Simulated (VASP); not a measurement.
# Te2Pb: single point with PBE

The system is Te2Pb.

```xyz
3
Lattice="0.0000 3.7966 3.7966 3.7966 0.0000 3.7966 3.7966 3.7966 0.0000" Properties=species:S:1:pos:R:3 pbc="T T T"
Pb    0.0000    0.0000    0.0000
Te    1.8983    1.8983    1.8983
Te    5.6949    5.6949    5.6949
```

```yaml
Program: VASP 6.6.1
Task: single point
Functional: PBE
Potentials_or_basis: VASP PAW PBE potentials, release 64 (Pb_d, Te)
Cutoff: 520 eV
k_mesh: 4 × 4 × 4
Occupations: fermi-dirac, width 0.02 eV
Spin: no spin polarisation
```

| Item | Value |
| --- | --- |
| Pressure | 0.4 GPa |
| Band gap on the k mesh | zero (band 13 reaches 5.47 eV, above the bottom of band 14 at 3.62 eV) |

Levels at points of the mesh, in eV from the Fermi level:
| k point | band 9 | band 10 | band 11 | band 12 | band 13 | band 14 | band 15 | band 16 | band 17 | band 18 |
| --- | --- | --- | --- | --- | --- | --- | --- | --- | --- | --- |
| (0.00, 0.00, 0.00) | -2.24 | -2.24 | -2.24 | -1.13 | -1.13 | -1.13 | 1.80 | 1.80 | 1.80 | 5.18 |
| (0.50, 0.00, 0.00) | -2.58 | -2.58 | -2.25 | -1.53 | -1.53 | 0.20 | 3.37 | 3.37 | 4.60 | 5.82 |
| (0.50, 0.50, 0.00) | -3.82 | -3.82 | -1.85 | 0.52 | 0.52 | 0.96 | 2.26 | 4.31 | 4.31 | 5.31 |

Wall time 44 s on 1 thread of AMD EPYC 7R13, on a shared host, peak memory 0.21 GiB.

Caveat: spin-orbit coupling is left out, which moves the levels of the heavy elements.
